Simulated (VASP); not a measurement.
Set up this calculation in VASP 6.6.1, as the native input.

```
Task                   : single point
Functional             : PBE
Potentials or basis    : VASP PAW PBE potentials, release 64 (Ni)
Cutoff                 : 520 eV
k mesh                 : 12 × 12 × 12
Occupations            : fermi-dirac, width 0.1 eV
Spin                   : collinear spin, ferromagnetic start
Starting moments       : [1.96] μB
Fixed moment           : 1.96 μB
Dipole correction      : no
Further INCAR settings : ALGO = Normal; EDIFF = 1e-06; NBANDS = 15
```

The structure of Ni lies in POSCAR:

```
Ni
1.0
    0.0000000000      1.7855000000      1.7855000000
    1.7855000000      0.0000000000      1.7855000000
    1.7855000000      1.7855000000      0.0000000000
Ni
1
Direct
    0.0000000000      0.0000000000      0.0000000000
```

One way to write it, as run:

INCAR

```
SYSTEM = Ni
ALGO = Normal ; EDIFF = 1E-6
ENCUT = 520 ; GGA = PE
ISIF = 2 ; ISMEAR = -1
ISPIN = 2 ; LASPH = .TRUE.
LCHARG = .TRUE. ; LELF = .TRUE.
LMAXMIX = 4 ; LORBIT = 11
LREAL = .FALSE. ; LVHAR = .TRUE.
LWAVE = .FALSE. ; MAGMOM = 1.96
NBANDS = 15 ; NELM = 150
NUPDOWN = 1.96 ; PREC = Accurate
SIGMA = 0.1
```

KPOINTS

```
k-points
0
G
  12 12 12
  0 0 0
```

Potentials or basis: VASP PAW PBE potentials, release 64 (Ni).

Run with:

```bash
$ cat potpaw_PBE.64/Ni/POTCAR > POTCAR
$ mpirun -np 1 vasp_std > vasp.out
```

Results of the run:

| Item | Value |
| --- | --- |
| Pressure | 15.1 GPa |
| Net moment | 1.96 μB per cell |
| Site moments | Ni +1.83 μB |
| Valence electrons inside the program's atomic spheres | Ni 9.16 |

Caveat: the total moment is fixed, so each spin has its own Fermi level.

Run time: 26 s on 1 thread of AMD EPYC 9R14 (Zen 4), on a shared host, peak memory 0.11 GiB.
